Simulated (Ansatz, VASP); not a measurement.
# NaCl in VASP and in Ansatz

The input POSCAR:

```
NaCl
1.0
    0.0000000000      2.8026988303      2.8696833324
    2.8026988303      0.0000000000      2.8696833324
    2.8026988303      2.8026988303      0.0000000000
Na Cl
1 1
Direct
    0.0000000000      0.0000000000      0.0000000000
    0.5000000000      0.5000000000      0.5000000000
```

INCAR.step1

```
ALGO     = Normal         # electronic algorithm
EDIFF    = 1E-4           # SCF threshold, eV
ENCUT    = 520            # plane-wave cutoff, eV
GGA      = PE             # functional
ISMEAR   = 0              # smearing method
LASPH    = True           # aspherical terms in the spheres
LCHARG   = False          # write CHGCAR
LREAL    = False          # projectors in reciprocal space
LWAVE    = True           # write WAVECAR
NBANDS   = 14             # bands
NELM     = 80             # most SCF steps
PREC     = Accurate       # precision mode
SIGMA    = 0.01           # smearing width, eV
```

File INCAR.step2:

```
ALGO     = Normal         # electronic algorithm
EDIFF    = 1E-6           # SCF threshold, eV
ENCUT    = 520            # plane-wave cutoff, eV
ISIF     = 2              # what is computed and relaxed
ISMEAR   = 0              # smearing method
ISTART   = 1            
LASPH    = True           # aspherical terms in the spheres
LCHARG   = True           # write CHGCAR
LELF     = True           # ELF
LMIXTAU  = True         
LREAL    = False          # projectors in reciprocal space
LVHAR    = True         
LWAVE    = False          # write WAVECAR
METAGGA  = R2SCAN         # meta-GGA
NBANDS   = 14             # bands
NELM     = 80             # most SCF steps
PREC     = Accurate       # precision mode
SIGMA    = 0.01           # smearing width, eV
```

File KPOINTS:

```
k-points
0
Gamma
  8 8 8
```

Input for Ansatz:

```yaml
crystal:
  lattice:
    - [0.0, 2.8026988303, 2.8696833324]
    - [2.8026988303, 0.0, 2.8696833324]
    - [2.8026988303, 2.8026988303, 0.0]
  atoms:
    - { symbol: Na, position: [0.0, 0.0, 0.0] }
    - { symbol: Cl, position: [0.5, 0.5, 0.5] }
kpoints:
  mp_grid: { grid: [8, 8, 8] }
  band_path:
    path:
      - [0.0, 0.0, 0.0]
      - [0.5, 0.0, 0.5]
      - [0.625, 0.25, 0.625]
      - [0.375, 0.375, 0.75]
      - [0.5, 0.5, 0.5]
      - [0.5, 0.25, 0.75]
    npoints: 1
hamiltonian:
  xc: r2scan
scf:
  occupations: { method: fixed }
  n_extra_bands: 4
output:
  forces: true
  stress: true
  eigenvalues: true
```

Change from the starting cell: uniaxial_z strain +2.4%.

Alike in both runs: task single point; functional r2SCAN; k mesh 8 × 8 × 8; no spin polarisation.

|  | VASP | Ansatz |
| --- | --- | --- |
| version | VASP 6.6.1 | Ansatz 0.2.0 |
| potentials or method | VASP PAW PBE potentials, release 64 (Na_pv, Cl) | plane waves, PAW |
| plane-wave cutoff (eV) | 520 | 500 |
| occupations | gaussian, width 0.01 eV | fixed |
| valence electrons in the cell | 14 | 16 |

```csv
,VASP,Ansatz,Ansatz less VASP
gap on the k mesh at the Fermi level (eV),5.89,5.87,-0.023
pressure (GPa),-0.8,-0.5,+0.22
"traceless stress, the component that is largest in VASP (GPa)",-0.64,-0.63,+0.007
```

VASP's potentials were made for PBE, not for r2SCAN. VASP's potentials hold 14 valence electrons a cell and Ansatz's 16, so a difference there can come from the potentials and not from the codes.
